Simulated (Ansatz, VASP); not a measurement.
## Zr in VASP and in Ansatz

The input INCAR:

```
  ALGO = Normal
  EDIFF = 1E-8
  ENCUT = 520
  GGA = PS
  ISIF = 2
  ISMEAR = -1
  LASPH = T
  LCHARG = F
  LEFG = T
  LREAL = F
  LWAVE = F
  NBANDS = 12
  NELM = 80
  PREC = Accurate
  SIGMA = 0.08
```

KPOINTS

```
k-points
0
Gamma
  14 14 14
```

Contents of POSCAR:

```
Zr
1.0
   -1.7730508568      1.7730508568      1.7730508568
    1.7730508568     -1.7730508568      1.7730508568
    1.7730508568      1.7730508568     -1.7730508568
Zr
1
Direct
    0.0000000000      0.0000000000      0.0000000000
```

Input for Ansatz:

```yaml
crystal:
  lattice:
    - [-1.7730508568, 1.7730508568, 1.7730508568]
    - [1.7730508568, -1.7730508568, 1.7730508568]
    - [1.7730508568, 1.7730508568, -1.7730508568]
  atoms:
    - { symbol: Zr, position: [0.0, 0.0, 0.0] }
kpoints:
  mp_grid: { grid: [14, 14, 14] }
scf:
  occupations: { method: fermi_dirac, width: 0.08 }
hamiltonian:
  xc: pbesol
  pseudopotentials: { kind: all_electron, datasets: crystal }
output:
  forces: true
  stress: true
  eigenvalues: true
  efg: { contact_densities: true }
```

Change from the starting cell: volume scaled by 0.94, crystal datasets.

Alike in both runs: task electric field gradients; functional PBEsol; k mesh 14 × 14 × 14; occupations fermi-dirac, width 0.08 eV; no spin polarisation.

|  | VASP | Ansatz |
| --- | --- | --- |
| version | VASP 6.6.1 | Ansatz 0.2.0 |
| potentials or method | VASP PAW PBE potentials, release 64 (Zr_sv), cutoff 520 eV | all-electron PAW with datasets made for the crystal, scalar-relativistic |

|  | VASP | Ansatz | Ansatz less VASP |
| --- | --- | --- | --- |
| pressure (GPa) | -1.8 | -1.8 | -0.05 |

VASP's potentials were made for PBE, not for PBEsol. Ansatz ran all-electron here, and VASP with PAW potentials.
